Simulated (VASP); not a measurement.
A run of VASP 6.6.1:

The input INCAR:

```
PREC     = Accurate       # precision mode
ENCUT    = 520            # plane-wave cutoff, eV
EDIFF    = 1E-6           # SCF threshold, eV
ISMEAR   = 0              # smearing method
SIGMA    = 0.15           # smearing width, eV
LREAL    = False          # projectors in reciprocal space
LASPH    = True           # aspherical terms in the spheres
NELM     = 60             # most SCF steps
ALGO     = Normal         # electronic algorithm
ISIF     = 2              # what is computed and relaxed
LWAVE    = False          # write WAVECAR
LCHARG   = False          # write CHGCAR
GGA      = PE             # functional
NBANDS   = 12             # bands
```

KPOINTS

```
Automatic mesh
0
Gamma
  20 20 20
```

The input POSCAR:

```
Ag
1.0
    0.0000000000      2.1248240000      1.8796520000
    2.1248240000      0.0000000000      1.8796520000
    2.1248240000      2.1248240000      0.0000000000
Ag
1
Direct
    0.0000000000      0.0000000000      0.0000000000
```

Potentials or basis: VASP PAW PBE potentials, release 64 (Ag).

Launch:

```console
$ cat potpaw_PBE.64/Ag/POTCAR > POTCAR
$ mpirun -np 1 vasp_std > vasp.out
```

Hardware: 1 thread of Intel(R) Xeon(R) 6975P-C (Granite Rapids) (shared host).

Task: How long does it take, and how much memory?

Result: Wall time 34 s on 1 thread of Intel(R) Xeon(R) 6975P-C (Granite Rapids), with other jobs on the host, peak memory 0.24 GiB. Counts: scf iterations 11, k points 641.
